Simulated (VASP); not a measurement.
A run of VASP 6.6.1 is set up as follows.

Contents of INCAR:

```
ALGO = Normal
EDIFF = 1E-6
ENCUT = 520
GGA = PE
ISIF = 2
ISMEAR = -1
LASPH = T
LCHARG = T
LELF = T
LREAL = F
LVHAR = T
LWAVE = F
NBANDS = 50
NELM = 60
PREC = Accurate
SIGMA = 0.02
```

The input KPOINTS:

```
k-points
0
Gamma
  6 6 6
```

File POSCAR:

```
Sn3PbSe4
1.0
   -3.1111671583      3.1111671583      6.2191913475
    3.1111671583     -3.1111671583      6.2191913475
    3.1111671583      3.1111671583     -6.2191913475
Sn Se Pb
3 4 1
Direct
    0.7500000000      0.2500000000      0.5000000000
    0.0000000000      0.0000000000      0.0000000000
    0.2500000000      0.7500000000      0.5000000000
    0.5000000000      0.0000000000      0.5000000000
    0.7536956904      0.7536956904      0.0000000000
    0.0000000000      0.5000000000      0.5000000000
    0.2463043096      0.2463043096      0.0000000000
    0.5000000000      0.5000000000      0.0000000000
```

Potentials or basis: VASP PAW PBE potentials, release 64 (Sn_d, Se, Pb_d).

The run is started by

```bash
$ cat potpaw_PBE.64/Sn_d/POTCAR potpaw_PBE.64/Se/POTCAR potpaw_PBE.64/Pb_d/POTCAR > POTCAR
$ mpirun -np 1 vasp_std > vasp.out
```

Q: Predict the largest force.

A: 0.008 eV/Å.

Q: What does it give for the band gap on the k mesh?

A: 0.03 eV.

Q: What does it give for the pressure?

A: -2.5 GPa.

Forces in eV/Å, atoms in the order of the input:
```
Sn   0.000  0.000  0.000
Sn   0.000  0.000  0.000
Sn   0.000  0.000  0.000
Se   0.000  0.000  0.000
Se   0.000  0.000 -0.008
Se   0.000  0.000  0.000
Se   0.000  0.000  0.008
Pb   0.000  0.000  0.000
```

Caveat: spin-orbit coupling is left out, which moves the levels of the heavy elements. A k mesh can miss the band edges.
